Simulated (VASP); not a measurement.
A run of VASP 6.6.1 is set up as follows.

Contents of INCAR:

```
ALGO = Normal
EDIFF = 1E-6
ENCUT = 520
GGA = PE
ISIF = 2
ISMEAR = 0
ISPIN = 2
LASPH = T
LCHARG = F
LORBIT = 11
LREAL = Auto
LWAVE = F
MAGMOM = 0.75 0 0 0 0.75 0.75 0.75 0 0 0 0 0 0 0 0
NBANDS = 86
NELM = 150
PREC = Accurate
SIGMA = 0.01
```

File KPOINTS:

```
k-points
0
Gamma
  3 3 3
```

The input POSCAR:

```
Ga8N7
1.0
    0.0000000000      0.0000000000     -5.2430305161
    3.2184289158     -5.5744824027      0.0000000000
   -6.4368578316      0.0000000000      0.0000000000
Ga N
8 7
Direct
   -0.0122482286      0.1649759164      0.3334955228
    0.0038545018      0.6668564241      0.3351503722
    0.0028661555      0.1657322486      0.8339356788
    0.0038039834      0.6668657805      0.8338391809
    0.5067894029      0.3309726926      0.1722928964
    0.5098539239      0.8405225295      0.1713997053
    0.5066532550      0.3309381378      0.6608569344
    0.5024595926      0.8337959348      0.6679782465
    0.6267726652      0.6671133453      0.3354355744
    0.6256397280      0.1668872302      0.8345289781
    0.6267008311      0.6671200808      0.8338726121
    0.1241185409      0.3315960629      0.1687413826
    0.1266594673      0.8349049248      0.1685125040
    0.1239676980      0.3315767858      0.6649303494
    0.1262396809      0.8333558438      0.6677533490
```

Potentials or basis: VASP PAW PBE potentials, release 64 (Ga_d, N).

Command:

```bash
$ cat potpaw_PBE.64/Ga_d/POTCAR potpaw_PBE.64/N/POTCAR > POTCAR
$ mpirun -np 1 vasp_std > vasp.out
```

Task: Predict the pressure.

Result: -0.1 GPa.

Task: Estimate the site moments.

Result: Ga +0.01, +0.00, +0.03, +0.04, -0.00 (each value once); N +0.01, +0.00 (each value once) μB.

Task: Estimate the largest force.

Result: 0.013 eV/Å.

Stress tensor (GPa, compression positive):
```
 0.33 -0.01 -0.01
-0.01  0.75 -0.23
-0.01 -0.23 -1.43
```

Caveat: the k points lie up to 0.40 Å⁻¹ apart; the cell differs from its parent crystal (atoms taken out, then relaxed in part).
